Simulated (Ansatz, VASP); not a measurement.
Two plane-wave programs on TiO2

```
CELL_PARAMETERS angstrom
0.00000 2.39683 2.39683
2.39683 0.00000 2.39683
2.39683 2.39683 0.00000
ATOMIC_POSITIONS crystal
Ti 0.00000 0.00000 0.00000
O 0.25000 0.25000 0.25000
O 0.75000 0.75000 0.75000
```

Alike in both runs: task single point; functional PBE0; k mesh 6 × 6 × 6; no spin polarisation.

|  | VASP | Ansatz |
| --- | --- | --- |
| version | VASP 6.6.1 | Ansatz 0.2.0 |
| potentials or method | VASP PAW PBE potentials, release 64 (Ti_sv, O) | plane waves, PAW |
| plane-wave cutoff (eV) | 520 | 420 |
| occupations | gaussian, width 0.01 eV | fixed |
| valence electrons in the cell | 24 | 24 |

Ansatz gave:

```
gap on the k mesh at the Fermi level (eV) : 3.35
pressure (GPa)                            : -4.0
```

Question: Which values does VASP return?

Answer: gap on the k mesh at the Fermi level (eV): 3.34; pressure (GPa): -3.1.

Ansatz's warnings: stress exchange threshold loose, stress scf threshold loose.
